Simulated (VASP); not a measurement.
# HC12 (a cell with a defect) in VASP: further runs

Runs on HC12 (a cell with a defect). Level: LDA. Tasks: single point.

Program: VASP 6.6.1. These are calculated values, not measurements. Logs are shortened: lines on timing, memory, paths and dates and some standing lists are left out, and cuts for length are marked.

### Step 1. The cell of the first run

The cell holds a defect, 13 atoms: a = 4.325 Å, b = 4.325 Å, c = 4.325 Å, α = 80.41°, β = 70.53°, γ = 60.00°.

### Step 2. Single point, LDA

Input file INCAR:

```
PREC = Accurate ; ENCUT = 520
EDIFF = 1E-6 ; ISMEAR = 0
SIGMA = 0.05 ; LREAL = False
LASPH = True ; NELM = 60
ALGO = Normal ; ISIF = 2
LWAVE = False ; LCHARG = False
NBANDS = 36 ; NELECT = 48.0
```

Input file KPOINTS:

```
regular mesh
0
Gamma
  6 6 6
```

Input file POSCAR:

```
HC12
1.0
    1.7657489870     -3.5314979740     -1.7657489870
    3.5314979740     -1.7657489870      1.7657489870
   -1.7657489870     -3.5314979740      1.7657489870
C H
12 1
Direct
    0.2500000000      1.0000000000      0.2500000000
    0.0833333333      0.3333333333      0.7500000000
    0.9166666667      0.6666666667      0.2500000000
    0.7500000000      1.0000000000      0.7500000000
    0.5833333333      0.3333333333      0.2500000000
    0.4166666667      0.6666666667      0.7500000000
    0.9583333333      0.3333333333      0.1250000000
    0.7916666667      0.6666666667      0.6250000000
    0.6250000000      1.0000000000      0.1250000000
    0.4583333333      0.3333333333      0.6250000000
    0.2916666667      0.6666666667      0.1250000000
    0.1250000000      1.0000000000      0.6250000000
    1.2777777778      0.4444444444      0.3333333333
```

Potentials or basis: VASP PAW LDA potentials, release 64 (C, H).

Command:

```
> cat potpaw_LDA.64/C/POTCAR potpaw_LDA.64/H/POTCAR > POTCAR
> mpirun -np 1 vasp_std > vasp.out
```

OUTCAR:

```text
PREC = Accurate
   ENCUT = 520
   EDIFF = 1E-6
   ISMEAR = 0
   LREAL = False
   LASPH = True
   NELM = 60
   ISIF = 2
   NELECT = 48.0

 ion  position               nearest neighbor table
   1  0.250  0.000  0.250-  11 1.53   9 1.53   7 1.53  12 1.53
   2  0.083  0.333  0.750-  12 1.53   8 1.53  10 1.53   7 1.53
   3  0.917  0.667  0.250-   8 1.53   9 1.53  11 1.53   7 1.53
   4  0.750  0.000  0.750-   8 1.53   9 1.53  10 1.53  12 1.53
   5  0.583  0.333  0.250-  13 1.10   9 1.53  10 1.53  11 1.53   7 1.53
   6  0.417  0.667  0.750-   8 1.53  11 1.53  12 1.53  10 1.53
   7  0.958  0.333  0.125-   1 1.53   2 1.53   5 1.53   3 1.53
   8  0.792  0.667  0.625-   4 1.53   3 1.53   2 1.53   6 1.53
   9  0.625  0.000  0.125-   5 1.53   3 1.53   4 1.53   1 1.53
  10  0.458  0.333  0.625-   2 1.53   4 1.53   5 1.53   6 1.53
  11  0.292  0.667  0.125-  13 1.21   1 1.53   5 1.53   6 1.53   3 1.53
  12  0.125  0.000  0.625-   2 1.53   1 1.53   4 1.53   6 1.53
  13  0.278  0.444  0.333-   5 1.10  11 1.21

  LATTYP: Found a base centered monoclinic cell.
 ALAT       =     4.3251840320
 B/A-ratio  =     1.7320508076
 C/A-ratio  =     1.0000000000
 COS(beta)  =    -0.3333333333

  Lattice vectors:

 A1 = (   1.7657489870,   1.7657489870,   3.5314979740)
 A2 = (  -3.5314979740,   1.7657489870,  -1.7657489870)
 A3 = (  -1.7657489870,  -3.5314979740,   1.7657489870)

Analysis of symmetry for initial positions (statically):
=====================================================================
 Subroutine PRICEL returns:
 Original cell was already a primitive cell.

 Routine SETGRP: Setting up the symmetry group for a
 base centered monoclinic supercell.

 Subroutine GETGRP returns: Found  1 space group operations
 (whereof  1 operations were pure point group operations)
 out of a pool of  4 trial point group operations.

The static configuration has the point symmetry C_1 .

Analysis of symmetry for dynamics (positions and initial velocities):
=====================================================================
 Subroutine PRICEL returns:
 Original cell was already a primitive cell.

 Routine SETGRP: Setting up the symmetry group for a
 base centered monoclinic supercell.

 Subroutine GETGRP returns: Found  1 space group operations
 (whereof  1 operations were pure point group operations)
 out of a pool of  4 trial point group operations.

The dynamic configuration has the point symmetry C_1 .

 Subroutine INISYM returns: Found  1 space group operations
 (whereof  1 operations are pure point group operations),
 and found     1 'primitive' translations

----------------------------------------------------------------------------------------

                                     Primitive cell

  volume of cell :      66.0645

  direct lattice vectors                    reciprocal lattice vectors
     1.765748987 -3.531497974 -1.765748987     0.047194326 -0.141582978 -0.235971630
     3.531497974 -1.765748987  1.765748987     0.188777304  0.000000000  0.188777304
    -1.765748987 -3.531497974  1.765748987    -0.141582978 -0.141582978  0.141582978

  length of vectors
     4.325184032  4.325184032  4.325184032     0.279205398  0.266971424  0.245228911

  position of ions in fractional coordinates (direct lattice)
     0.250000000  0.000000000  0.250000000
     0.083333333  0.333333333  0.750000000
     0.916666667  0.666666667  0.250000000
     0.750000000  0.000000000  0.750000000
     0.583333333  0.333333333  0.250000000
     0.416666667  0.666666667  0.750000000
     0.958333333  0.333333333  0.125000000
     0.791666667  0.666666667  0.625000000
     0.625000000  0.000000000  0.125000000
     0.458333333  0.333333333  0.625000000
     0.291666667  0.666666667  0.125000000
     0.125000000  0.000000000  0.625000000
     0.277777778  0.444444444  0.333333333

  ion indices of the primitive-cell ions
   primitive index   ion index
                 1           1
                 2           2
                 3           3
                 4           4
                 5           5
                 6           6
                 7           7
                 8           8
                 9           9
                10          10
                11          11
                12          12
                13          13

----------------------------------------------------------------------------------------

 KPOINTS: regular mesh

Automatic generation of k-mesh.
 Grid dimensions read from file:
 generate k-points for:    6    6    6

 Generating k-lattice:

  Cartesian coordinates                     Fractional coordinates (reciprocal lattice)
     0.007865721 -0.023597163 -0.039328605     0.166666667 -0.000000000 -0.000000000
     0.031462884  0.000000000  0.031462884     0.000000000  0.166666667  0.000000000
    -0.023597163 -0.023597163  0.023597163     0.000000000  0.000000000  0.166666667

  Length of vectors
     0.046534233  0.044495237  0.040871485

  Shift w.r.t. Gamma in fractional coordinates (k-lattice)
     0.000000000  0.000000000  0.000000000

 Subroutine IBZKPT returns following result:
 ===========================================

 Found    112 irreducible k-points:

 Following reciprocal coordinates:
            Coordinates               Weight
  0.000000  0.000000  0.000000      1.000000
  0.166667  0.000000  0.000000      2.000000
 -0.166667 -0.166667 -0.000000      2.000000
  0.333333 -0.000000  0.000000      2.000000
 -0.333333 -0.333333 -0.000000      2.000000
  0.500000 -0.000000  0.000000      1.000000
[... 16 lines left out ...]
 -0.166667 -0.166667 -0.166667      2.000000
  0.333333 -0.000000  0.166667      2.000000
 [... further k-points ...]
   k-points           NKPTS =    112   k-points in BZ     NKDIM =    112   number of bands    NBANDS=     36
   number of dos      NEDOS =    301   number of ions     NIONS =     13
   total plane-waves  NPLWV =  32768
   dimension x,y,z NGX =    32 NGY =   32 NGZ =   32
   dimension x,y,z NGXF=    64 NGYF=   64 NGZF=   64
   ions per type =              12   1
   NGX,Y,Z   is equivalent  to a cutoff of  12.30, 12.30, 12.30 a.u.
   NGXF,Y,Z  is equivalent  to a cutoff of  24.60, 24.60, 24.60 a.u.
 SYSTEM =  unknown system
   PREC   = accura    normal or accurate (medium, high low for compatibility)
   ISTART =      0    job   : 0-new  1-cont  2-samecut
   ICHARG =      2    charge: 1-file 2-atom 10-const
   ISPIN  =      1    spin polarized calculation?
   LNONCOLLINEAR =      F non collinear calculations
   LSORBIT =      F    spin-orbit coupling
   LASPH  =      T    aspherical Exc in radial PAW
   ENCUT  =  520.0 eV  38.22 Ry    6.18 a.u.   8.04  8.04  8.04*2*pi/ulx,y,z
   NELM   =     60;   NELMIN=  2; NELMDL= -5     # of ELM steps
   EDIFF  = 0.1E-05   stopping-criterion for ELM
   LREAL  =      F    real-space projection
   EDIFFG = 0.1E-04   stopping-criterion for IOM
   NSW    =      0    number of steps for IOM
   IBRION =     -1    ionic relax: 0-MD 1-quasi-New 2-CG
   NFREE  =      0    steps in history (QN), initial steepest desc. (CG)
   ISIF   =      2    stress and relaxation
   ISYM   =      2    0-nonsym 1-usesym 2-fastsym
   POTIM  = 0.5000    time-step for ionic-motion
   TEBEG  =    0.0;   TEEND  =   0.0 temperature during run
   PSTRESS=    0.0 pullay stress
   NELECT =      48.0000    total number of electrons
   NUPDOWN=      -1.0000    fix difference up-down
   EMIN   =  10.00;   EMAX   =-10.00  energy-range for DOS
   EFERMI =   0.00;   METHOD = LEGACY
   ISMEAR =     0;   SIGMA  =   0.05  broadening in eV -4-tet -1-fermi 0-gaus
   EFERMI_NEDOS =   21; number of points for ismear=-14 and -15
   IALGO  =     38    algorithm
   IMIX   =      4    mixing-type and parameters
     AMIX     =   0.40;   BMIX     =  1.00
     AMIX_MAG =   1.60;   BMIX_MAG =  1.00
  volume/ion in A,a.u.               =       5.08        34.29
  Fermi-wavevector in a.u.,A,eV,Ry     =   1.471745  2.781195 29.470667  2.166033
  Thomas-Fermi vector in A             =   2.586844
   LORBIT       =      0    0 simple, 1 ext, 2 COOP (PROOUT), +10 PAW based schemes
   GGA     = CA    functional components
   LHFCALC =     F    Hartree Fock is set to
   AEXX    =    0.0000 exact exchange contribution
   IVDW    =     0    specifies the selected vdW correction
   LEPSILON=     F    determine dielectric tensor
   LRPA    =     F    only Hartree local field effects (RPA)
 non-spin polarized calculation
 Gauss-broadening in eV      SIGMA  =   0.05
  energy-cutoff  :      520.00
  volume of cell :       66.06
 maximum number of plane-waves:      1807
   NGX = 17   NGY = 17   NGZ = 17

 number of electron      47.9999999 magnetization

 Free energy of the ion-electron system (eV)
  ---------------------------------------------------
  ext. energy  EPLUGINS =         0.00000000
  ---------------------------------------------------
  free energy    TOTEN  =      -131.55544959 eV

  energy without entropy =     -131.55544959  energy(sigma->0) =     -131.55544959

 E-fermi :  10.5717     XC(G=0): -13.6551

 val. band max:       10.3483921539   @ k =   0.0000   0.0000   0.0000
 cond. band min:      13.1635741091   @ k =  -0.3333   0.3333   0.3333
 fundamental gap:      2.8151819552
 Fermi energy:        10.5717194201

 k-point     1 :       0.0000    0.0000    0.0000
  band No.  band energies     occupation
      1     -12.1043      2.00000
      2      -6.5852      2.00000
      3      -4.9014      2.00000
      4      -3.9866      2.00000
      5      -3.6746      2.00000
      6      -3.4301      2.00000
[... 28 lines left out ...]
     35      20.1221      0.00000
     36      20.7321      0.00000

 k-point     2 :       0.1667    0.0000    0.0000
  band No.  band energies     occupation
      1     -11.8784      2.00000
      2      -6.9533      2.00000
      3      -5.3916      2.00000
      4      -4.8095      2.00000
      5      -4.2326      2.00000
      6      -3.2782      2.00000
[... 28 lines left out ...]
     35      20.2100      0.00000
     36      20.5563      0.00000

 k-point     3 :      -0.1667   -0.1667   -0.0000
  band No.  band energies     occupation
      1     -11.8807      2.00000
      2      -6.9577      2.00000
      3      -5.2848      2.00000
      4      -4.7607      2.00000
      5      -4.3866      2.00000
      6      -3.5515      2.00000
[... 28 lines left out ...]
     35      20.1084      0.00000
     36      20.6195      0.00000

 k-point     4 :       0.3333   -0.0000    0.0000
  band No.  band energies     occupation
      1     -11.2463      2.00000
      2      -8.1170      2.00000
      3      -6.1088      2.00000
      4      -5.2289      2.00000
      5      -4.8426      2.00000
      6      -3.9652      2.00000
[... 28 lines left out ...]
     35      20.2726      0.00000
     36      20.5774      0.00000

 k-point     5 :      -0.3333   -0.3333   -0.0000
  band No.  band energies     occupation
      1     -11.2584      2.00000
      2      -8.1149      2.00000
      3      -5.8890      2.00000
      4      -5.2023      2.00000
      5      -5.0183      2.00000
      6      -4.1000      2.00000
[... 655 lines left out ...]
 k-point    22 :       0.1667   -0.0000    0.1667
  band No.  band energies     occupation
      1     -11.8199      2.00000
      2      -7.0564      2.00000
      3      -5.4354      2.00000
      4      -4.5275      2.00000
      5      -4.0169      2.00000
      6      -3.7014      2.00000
[... 28 lines left out ...]
     35      20.6104      0.00000
     36      21.4038      0.00000

 k-point    23 :      -0.1667   -0.1667   -0.1667
  band No.  band energies     occupation
      1     -11.8240      2.00000
      2      -6.9886      2.00000
      3      -5.4281      2.00000
      4      -4.7296      2.00000
      5      -4.1180      2.00000
      6      -3.4969      2.00000
[... 28 lines left out ...]
     35      20.5190      0.00000
     36      21.3701      0.00000

 k-point    24 :       0.3333   -0.0000    0.1667
  band No.  band energies     occupation
      1     -11.2824      2.00000
      2      -7.7644      2.00000
      3      -5.9623      2.00000
      4      -5.1485      2.00000
      5      -4.8597      2.00000
      6      -4.3623      2.00000
[... 28 lines left out ...]
     35      19.8621      0.00000
     36      20.6127      0.00000

 [... further k-points ...]
[... 5 lines left out ...]
  --------------------------------------------------------------------------------------
  -------------------------------------------------------------------------------------
  Total       -7.6480530     -6.9165589     -6.0428688      0.8682506      2.3789563     -0.3546619
  in kB     -185.4783947   -167.7384088   -146.5499267     21.0565645     57.6937689     -8.6011589
  external PRESSURE =    -166.5889101 kB  Pullay stress =       0.0000000 kB

 VOLUME and BASIS-vectors are now :
 -----------------------------------------------------------------------------
  energy-cutoff  :      520.00
  volume of cell :       66.06
      direct lattice vectors                 reciprocal lattice vectors
     1.765748987 -3.531497974 -1.765748987     0.047194326 -0.141582978 -0.235971630
     3.531497974 -1.765748987  1.765748987     0.188777304  0.000000000  0.188777304
    -1.765748987 -3.531497974  1.765748987    -0.141582978 -0.141582978  0.141582978

 POSITION                                       TOTAL-FORCE (eV/Angst)
 -----------------------------------------------------------------------------------
      0.00000     -1.76575      0.00000        -0.717637     -0.213176      0.090183
     -0.00000     -3.53150      1.76575        -0.603677      0.093688      0.321838
      3.53150     -5.29725     -0.00000        -0.363582      1.441420      1.392995
      0.00000     -5.29725      0.00000         0.210865      0.115042     -0.249682
      1.76575     -3.53150      0.00000        -0.195102     -2.800203     -4.532627
      1.76575     -5.29725      1.76575         0.001233      0.318742     -0.595749
      2.64862     -4.41437     -0.88287         0.657549      0.142432     -0.202290
      2.64862     -6.18012      0.88287        -0.370742     -0.193381      0.721104
      0.88287     -2.64862     -0.88287         0.077987      0.481983     -0.754692
      0.88287     -4.41437      0.88287        -1.033714     -1.612938      0.509098
      2.64862     -2.64862      0.88287         3.723962      1.439321      0.731575
     -0.88287     -2.64862      0.88287        -0.288527     -0.181278      0.310237
      1.47146     -2.94291      0.88287        -1.098616      0.968349      2.258009
 -----------------------------------------------------------------------------------
    total drift:                               -0.000253     -0.000052      0.000104

  FREE ENERGIE OF THE ION-ELECTRON SYSTEM (eV)
  ---------------------------------------------------
  free  energy   TOTEN  =      -131.5554495934 eV

  energy  without entropy=     -131.5554495934  energy(sigma->0) =     -131.55544959
```

Run time: 92 s. Hardware: 1 thread of Intel Xeon 6975P-C (Granite Rapids), shared host; peak memory 0.27 GiB.

Results:

```yaml
Free_energy: -131.5554 eV
Largest_force: 5.331 eV/Å
```

Forces in eV/Å, atoms in the order of the input:
```
C   -0.718 -0.213  0.090
C   -0.604  0.094  0.322
C   -0.364  1.441  1.393
C    0.211  0.115 -0.250
C   -0.195 -2.800 -4.533
C    0.001  0.319 -0.596
C    0.658  0.142 -0.202
C   -0.371 -0.193  0.721
C    0.078  0.482 -0.755
C   -1.034 -1.613  0.509
C    3.724  1.439  0.732
C   -0.289 -0.181  0.310
H   -1.099  0.968  2.258
```

Levels at points of the mesh, in eV from the Fermi level:
```tsv
k point	band 20	band 21	band 22	band 23	band 24	band 25	band 26	band 27	band 28	band 29
(0.00, 0.00, 0.00)	-3.37	-3.16	-0.36	-0.30	-0.22	3.72	5.16	5.31	5.41	6.36
(0.50, 0.00, 0.00)	-4.94	-4.70	-4.40	-2.39	-2.13	3.58	6.06	6.27	6.62	7.49
(0.50, 0.50, 0.00)	-4.90	-4.52	-4.43	-2.60	-2.21	4.74	5.66	6.18	6.68	6.96
(0.00, 0.50, 0.00)	-5.09	-3.23	-3.08	-1.88	-1.59	3.28	4.39	5.94	7.55	7.64
(0.00, 0.00, 0.50)	-5.39	-2.71	-2.39	-1.75	-1.71	4.21	6.81	6.99	7.00	7.15
(0.50, 0.00, 0.50)	-4.04	-3.71	-3.63	-3.11	-3.09	2.83	4.50	5.43	5.80	6.92
(0.50, 0.50, 0.50)	-4.27	-3.90	-3.58	-3.11	-3.04	3.05	4.41	5.47	5.62	6.81
(0.00, 0.50, 0.50)	-4.92	-4.64	-4.45	-4.16	-4.07	3.73	5.51	5.95	6.14	6.27
```

Caveat: the cell carries a net charge on a neutralising background, which shifts energy and pressure; the cell is charged against a uniform background, so pressure and absolute levels hang on convention.

[end of part 1 of 2]
